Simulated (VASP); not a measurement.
# WSe (Pm-3m) in VASP: notebook

WSe is run at these levels: r2SCAN+U; tasks: single point.

Everything below comes from runs of VASP 6.6.1. Logs are shortened: lines on timing, memory, paths and dates and some standing lists are left out, and cuts for length are marked.

**1. The cell of the first run**

It takes space group Pm-3m (No. 221, cubic). Conventional cell: a = 3.537 Å, b = 3.537 Å, c = 3.537 Å, α = 90.00°, β = 90.00°, γ = 90.00°. Within 4.0 Å of W (site symmetry m-3m) lie 8 Se at 3.06 Å and 6 W at 3.54 Å. Se (site symmetry m-3m) has 8 W at 3.06 Å and 6 Se at 3.54 Å within 4.0 Å.

**2. Single point, r2SCAN+U**

POSCAR reads:

```
WSe
1.0
    3.5370995249      0.0000000000      0.0000000000
    0.0000000000      3.5370995249      0.0000000000
    0.0000000000      0.0000000000      3.5370995249
W Se
1 1
Direct
    0.0000000000      0.0000000000      0.0000000000
    0.5000000000      0.5000000000      0.5000000000
```

INCAR.step1 reads:

```
PREC     = Accurate       # precision mode
ENCUT    = 520            # plane-wave cutoff, eV
ISMEAR   = 0              # smearing method
SIGMA    = 0.1            # smearing width, eV
LREAL    = False          # projectors in reciprocal space
LASPH    = True           # aspherical terms in the spheres
NELM     = 150            # most SCF steps
LMAXMIX  = 4              # l up to which the mixer works
LDAU     = True           # DFT+U
LDAUTYPE = 2            
LDAUL    = 2 -1           # shell
LDAUU    = 6.2 0          # U, eV
LDAUJ    = 0 0          
NBANDS   = 17             # bands
GGA      = PE             # functional
ALGO     = Normal         # electronic algorithm
EDIFF    = 1E-4           # SCF threshold, eV
LWAVE    = True           # write WAVECAR
LCHARG   = False          # write CHGCAR
```

INCAR.step2 reads:

```
PREC     = Accurate       # precision mode
ENCUT    = 520            # plane-wave cutoff, eV
EDIFF    = 1E-6           # SCF threshold, eV
ISMEAR   = 0              # smearing method
SIGMA    = 0.1            # smearing width, eV
LREAL    = False          # projectors in reciprocal space
LASPH    = True           # aspherical terms in the spheres
NELM     = 150            # most SCF steps
ALGO     = Normal         # electronic algorithm
ISIF     = 2              # what is computed and relaxed
LWAVE    = False          # write WAVECAR
LCHARG   = False          # write CHGCAR
LMAXMIX  = 4              # l up to which the mixer works
LDAU     = True           # DFT+U
LDAUTYPE = 2            
LDAUL    = 2 -1           # shell
LDAUU    = 6.2 0          # U, eV
LDAUJ    = 0 0          
LDAUPRINT= 1            
METAGGA  = R2SCAN         # meta-GGA
LMIXTAU  = True         
NBANDS   = 17             # bands
ISTART   = 1
```

KPOINTS reads:

```
Automatic mesh
0
Gamma
  12 12 12
```

Potentials or basis: VASP PAW PBE potentials, release 64 (W_sv, Se).

The run is started by

```console
$ cat potpaw_PBE.64/W_sv/POTCAR potpaw_PBE.64/Se/POTCAR > POTCAR
$ cp INCAR.step1 INCAR
$ mpirun -np 1 vasp_std > vasp.out
$ cp INCAR.step2 INCAR
$ mpirun -np 1 vasp_std > vasp.out
```

OUTCAR:

```text
PREC = Accurate
   ENCUT = 520
   EDIFF = 1E-6
   ISMEAR = 0
   LREAL = False
   LASPH = True
   NELM = 150
   ISIF = 2
   METAGGA = R2SCAN
   ISTART = 1

 ion  position               nearest neighbor table
   1  0.000  0.000  0.000-   2 3.06   2 3.06   2 3.06   2 3.06   2 3.06   2 3.06   2 3.06   2 3.06

   2  0.500  0.500  0.500-   1 3.06   1 3.06   1 3.06   1 3.06   1 3.06   1 3.06   1 3.06   1 3.06

  LATTYP: Found a simple cubic cell.
 ALAT       =     3.5370995249

  Lattice vectors:

 A1 = (   3.5370995249,   0.0000000000,   0.0000000000)
 A2 = (   0.0000000000,   3.5370995249,   0.0000000000)
 A3 = (   0.0000000000,   0.0000000000,   3.5370995249)

Analysis of symmetry for initial positions (statically):
=====================================================================
 Subroutine PRICEL returns:
 Original cell was already a primitive cell.

 Routine SETGRP: Setting up the symmetry group for a
 simple cubic supercell.

 Subroutine GETGRP returns: Found 48 space group operations
 (whereof 48 operations were pure point group operations)
 out of a pool of 48 trial point group operations.

The static configuration has the point symmetry O_h .

Analysis of symmetry for dynamics (positions and initial velocities):
=====================================================================
 Subroutine PRICEL returns:
 Original cell was already a primitive cell.

 Routine SETGRP: Setting up the symmetry group for a
 simple cubic supercell.

 Subroutine GETGRP returns: Found 48 space group operations
 (whereof 48 operations were pure point group operations)
 out of a pool of 48 trial point group operations.

The dynamic configuration has the point symmetry O_h .

 Subroutine INISYM returns: Found 48 space group operations
 (whereof 48 operations are pure point group operations),
 and found     1 'primitive' translations

----------------------------------------------------------------------------------------

                                     Primitive cell

  volume of cell :      44.2529

  direct lattice vectors                    reciprocal lattice vectors
     3.537099525  0.000000000  0.000000000     0.282717518  0.000000000  0.000000000
     0.000000000  3.537099525  0.000000000     0.000000000  0.282717518  0.000000000
     0.000000000  0.000000000  3.537099525     0.000000000  0.000000000  0.282717518

  length of vectors
     3.537099525  3.537099525  3.537099525     0.282717518  0.282717518  0.282717518

  position of ions in fractional coordinates (direct lattice)
     0.000000000  0.000000000  0.000000000
     0.500000000  0.500000000  0.500000000

  ion indices of the primitive-cell ions
   primitive index   ion index
                 1           1
                 2           2

----------------------------------------------------------------------------------------

 KPOINTS: Automatic mesh

Automatic generation of k-mesh.
 Grid dimensions read from file:
 generate k-points for:   12   12   12

 Generating k-lattice:

  Cartesian coordinates                     Fractional coordinates (reciprocal lattice)
     0.023559793  0.000000000  0.000000000     0.083333333  0.000000000  0.000000000
     0.000000000  0.023559793  0.000000000     0.000000000  0.083333333  0.000000000
     0.000000000  0.000000000  0.023559793     0.000000000  0.000000000  0.083333333

  Length of vectors
     0.023559793  0.023559793  0.023559793

  Shift w.r.t. Gamma in fractional coordinates (k-lattice)
     0.000000000  0.000000000  0.000000000

 Subroutine IBZKPT returns following result:
 ===========================================

 Found     84 irreducible k-points:

 Following reciprocal coordinates:
            Coordinates               Weight
  0.000000  0.000000  0.000000      1.000000
  0.083333  0.000000  0.000000      6.000000
  0.166667  0.000000  0.000000      6.000000
  0.250000  0.000000  0.000000      6.000000
  0.333333  0.000000  0.000000      6.000000
  0.416667  0.000000  0.000000      6.000000
[... 16 lines left out ...]
  0.333333  0.333333  0.000000     12.000000
  0.416667  0.333333  0.000000     24.000000
 [... further k-points ...]
   k-points           NKPTS =     84   k-points in BZ     NKDIM =     84   number of bands    NBANDS=     17
   number of dos      NEDOS =    301   number of ions     NIONS =      2
   total plane-waves  NPLWV =  21952
   dimension x,y,z NGX =    28 NGY =   28 NGZ =   28
   dimension x,y,z NGXF=    56 NGYF=   56 NGZF=   56
   ions per type =               1   1
   NGX,Y,Z   is equivalent  to a cutoff of  13.16, 13.16, 13.16 a.u.
   NGXF,Y,Z  is equivalent  to a cutoff of  26.32, 26.32, 26.32 a.u.
 SYSTEM =  unknown system
   PREC   = accura    normal or accurate (medium, high low for compatibility)
   ISTART =      1    job   : 0-new  1-cont  2-samecut
   ICHARG =      0    charge: 1-file 2-atom 10-const
   ISPIN  =      1    spin polarized calculation?
   LNONCOLLINEAR =      F non collinear calculations
   LSORBIT =      F    spin-orbit coupling
   LASPH  =      T    aspherical Exc in radial PAW
   ENCUT  =  520.0 eV  38.22 Ry    6.18 a.u.   6.58  6.58  6.58*2*pi/ulx,y,z
   NELM   =    150;   NELMIN=  2; NELMDL=  0     # of ELM steps
   EDIFF  = 0.1E-05   stopping-criterion for ELM
   LREAL  =      F    real-space projection
   EDIFFG = 0.1E-04   stopping-criterion for IOM
   NSW    =      0    number of steps for IOM
   IBRION =     -1    ionic relax: 0-MD 1-quasi-New 2-CG
   NFREE  =      0    steps in history (QN), initial steepest desc. (CG)
   ISIF   =      2    stress and relaxation
   ISYM   =      2    0-nonsym 1-usesym 2-fastsym
   POTIM  = 0.5000    time-step for ionic-motion
   TEBEG  =    0.0;   TEEND  =   0.0 temperature during run
   PSTRESS=    0.0 pullay stress
   NELECT =      20.0000    total number of electrons
   NUPDOWN=      -1.0000    fix difference up-down
   EMIN   =  10.00;   EMAX   =-10.00  energy-range for DOS
   EFERMI =   0.00;   METHOD = LEGACY
   ISMEAR =     0;   SIGMA  =   0.10  broadening in eV -4-tet -1-fermi 0-gaus
   EFERMI_NEDOS =   21; number of points for ismear=-14 and -15
   IALGO  =     38    algorithm
   IMIX   =      4    mixing-type and parameters
     AMIX     =   0.40;   BMIX     =  1.00
     AMIX_MAG =   1.60;   BMIX_MAG =  1.00
  volume/ion in A,a.u.               =      22.13       149.32
  Fermi-wavevector in a.u.,A,eV,Ry     =   1.256331  2.374122 21.475009  1.578369
  Thomas-Fermi vector in A             =   2.390045
   LORBIT       =      0    0 simple, 1 ext, 2 COOP (PROOUT), +10 PAW based schemes
 LDA+U is selected, type is set to LDAUTYPE =  2
   angular momentum for each species LDAUL =     2   -1
   U (eV)           for each species LDAUU =   6.2  0.0
   J (eV)           for each species LDAUJ =   0.0  0.0
   METAGGA = R2SCAN    functional components
   LHFCALC =     F    Hartree Fock is set to
   AEXX    =    0.0000 exact exchange contribution
   IVDW    =     0    specifies the selected vdW correction
   LEPSILON=     F    determine dielectric tensor
   LRPA    =     F    only Hartree local field effects (RPA)
 non-spin polarized calculation
 Gauss-broadening in eV      SIGMA  =   0.10
  energy-cutoff  :      520.00
  volume of cell :       44.25
 maximum number of plane-waves:      1222
 NGX is ok and might be reduce to    28
   NGX = 13   NGY = 13   NGZ = 13

atom =   1  type =  1  l = 2

 onsite density matrix

spin component  1

  0.0649 -0.0000 -0.0000  0.0000  0.0000
 -0.0000  0.0649 -0.0000 -0.0000  0.0000
 -0.0000 -0.0000  0.7267 -0.0000  0.0000
  0.0000 -0.0000 -0.0000  0.0649  0.0000
  0.0000  0.0000  0.0000  0.0000  0.7267

spin component  2

  0.0649 -0.0000 -0.0000  0.0000  0.0000
 -0.0000  0.0649 -0.0000 -0.0000  0.0000
 -0.0000 -0.0000  0.7267 -0.0000  0.0000
  0.0000 -0.0000 -0.0000  0.0649  0.0000
  0.0000  0.0000  0.0000  0.0000  0.7267

 occupancies and eigenvectors

  o =  0.0649  v =  1.0000  0.0000  0.0000  0.0000  0.0000  0.0000  0.0000  0.0000  0.0000  0.0000      0.0000  0.0000  0.0000  0.0000  0.0000  0.0000  0.0000  0.0000  0.0000  0.0000
  o =  0.0649  v =  0.0000  0.0000  0.0000  0.0000  0.0000  1.0000  0.0000  0.0000  0.0000  0.0000      0.0000  0.0000  0.0000  0.0000  0.0000  0.0000  0.0000  0.0000  0.0000  0.0000
  o =  0.0649  v =  0.0000  0.3762 -0.0000  0.9265 -0.0000  0.0000  0.0000  0.0000  0.0000  0.0000      0.0000  0.0000  0.0000  0.0000  0.0000  0.0000  0.0000  0.0000  0.0000  0.0000
  o =  0.0649  v =  0.0000  0.0000  0.0000  0.0000  0.0000  0.0000  0.3762 -0.0000  0.9265 -0.0000      0.0000  0.0000  0.0000  0.0000  0.0000  0.0000  0.0000  0.0000  0.0000  0.0000
  o =  0.0649  v =  0.0000  0.0000  0.0000  0.0000  0.0000  0.0000  0.9265 -0.0000 -0.3762 -0.0000      0.0000  0.0000  0.0000  0.0000  0.0000  0.0000  0.0000  0.0000  0.0000  0.0000
  o =  0.0649  v =  0.0000  0.9265 -0.0000 -0.3762 -0.0000  0.0000  0.0000  0.0000  0.0000  0.0000      0.0000  0.0000  0.0000  0.0000  0.0000  0.0000  0.0000  0.0000  0.0000  0.0000
  o =  0.7267  v =  0.0000  0.0000  0.0000  0.0000  0.0000  0.0000  0.0000 -0.9996 -0.0000  0.0290      0.0000  0.0000  0.0000  0.0000  0.0000  0.0000  0.0000  0.0000  0.0000  0.0000
  o =  0.7267  v =  0.0000  0.0000 -0.9996 -0.0000  0.0290  0.0000  0.0000  0.0000  0.0000  0.0000      0.0000  0.0000  0.0000  0.0000  0.0000  0.0000  0.0000  0.0000  0.0000  0.0000
  o =  0.7267  v =  0.0000 -0.0000 -0.0290  0.0000 -0.9996  0.0000  0.0000  0.0000  0.0000  0.0000      0.0000  0.0000  0.0000  0.0000  0.0000  0.0000  0.0000  0.0000  0.0000  0.0000
  o =  0.7267  v =  0.0000  0.0000  0.0000  0.0000  0.0000  0.0000 -0.0000 -0.0290  0.0000 -0.9996      0.0000  0.0000  0.0000  0.0000  0.0000  0.0000  0.0000  0.0000  0.0000  0.0000

 number of electron      19.9999991 magnetization

 Free energy of the ion-electron system (eV)
  ---------------------------------------------------
  ext. energy  EPLUGINS =         0.00000000
  ---------------------------------------------------
  free energy    TOTEN  =       -57.01268981 eV

  energy without entropy =      -57.01186689  energy(sigma->0) =      -57.01227835

 E-fermi :   6.6192     XC(G=0): -11.5103

 val. band max:        6.5946283974   @ k =   0.0833   0.0000   0.0000
 cond. band min:       6.9979546526   @ k =   0.0833   0.0833   0.0000
 fundamental gap:      0.4033262552
 Fermi energy:         6.6192117001

 k-point     1 :       0.0000    0.0000    0.0000
  band No.  band energies     occupation
      1     -70.1506      2.00000
      2     -33.6118      2.00000
      3     -33.6118      2.00000
      4     -33.6118      2.00000
      5      -8.5238      2.00000
      6       2.9330      2.00000
[... 9 lines left out ...]
     16      15.0895      0.00000
     17      20.3622      0.00000

 k-point     2 :       0.0833    0.0000    0.0000
  band No.  band energies     occupation
      1     -70.1504      2.00000
      2     -33.6163      2.00000
      3     -33.6115      2.00000
      4     -33.6115      2.00000
      5      -8.4684      2.00000
      6       2.7124      2.00000
[... 9 lines left out ...]
     16      15.2693      0.00000
     17      19.5303      0.00000
[... 421 lines left out ...]
 k-point    24 :       0.4167    0.3333    0.0000
  band No.  band energies     occupation
      1     -70.1476      2.00000
      2     -33.6681      2.00000
      3     -33.6551      2.00000
      4     -33.6034      2.00000
      5      -7.1998      2.00000
      6       0.5974      2.00000
[... 9 lines left out ...]
     16      15.5909      0.00000
     17      16.8288      0.00000

 [... further k-points ...]

------------------------ aborting loop because EDIFF is reached ----------------------------------------

  FORCE on cell =-STRESS in cart. coord.  units (eV):
  Direction    XX          YY          ZZ          XY          YZ          ZX
  --------------------------------------------------------------------------------------
  -------------------------------------------------------------------------------------
  Total       -3.4977375     -3.4977375     -3.4977375      0.0000000      0.0000000     -0.0000000
  in kB     -126.6356415   -126.6356415   -126.6356415      0.0000000      0.0000000     -0.0000000
  external PRESSURE =    -126.6356415 kB  Pullay stress =       0.0000000 kB

 VOLUME and BASIS-vectors are now :
 -----------------------------------------------------------------------------
  energy-cutoff  :      520.00
  volume of cell :       44.25
      direct lattice vectors                 reciprocal lattice vectors
     3.537099525  0.000000000  0.000000000     0.282717518  0.000000000  0.000000000
     0.000000000  3.537099525  0.000000000     0.000000000  0.282717518  0.000000000
     0.000000000  0.000000000  3.537099525     0.000000000  0.000000000  0.282717518

 POSITION                                       TOTAL-FORCE (eV/Angst)
 -----------------------------------------------------------------------------------
      0.00000      0.00000      0.00000         0.000000      0.000000      0.000000
      1.76855      1.76855      1.76855         0.000000      0.000000      0.000000
 -----------------------------------------------------------------------------------
    total drift:                               -0.000000      0.000000     -0.000000

  FREE ENERGIE OF THE ION-ELECTRON SYSTEM (eV)
  ---------------------------------------------------
  free  energy   TOTEN  =       -57.0126898110 eV

  energy  without entropy=      -57.0118668878  energy(sigma->0) =      -57.01227835
```

It took 9.3 min on 1 thread of Intel Xeon 8259CL, shared host; peak memory 0.21 GiB.

What came out:

| Property | Result |
| --- | --- |
| Free energy | -57.0127 eV |
| Pressure | -12.7 GPa |
| Band gap on the k mesh | zero (bands 10 and 11 overlap by 0.70 eV) |

Eigenvalues of the final occupation matrices:
```
    site  spin  trace               eigenvalues
site 1 d     1   1.65  0.06 0.06 0.06 0.73 0.73
site 1 d     2   1.65  0.06 0.06 0.06 0.73 0.73
```

Caveat: the cell stands under tension; the PAW data sets were made with another functional, which shifts forces and pressure a little; spin-orbit coupling is left out, which moves the levels of the heavy elements; U without spin polarisation on a metal has little footing.

(Part 1 of 2 ends here.)
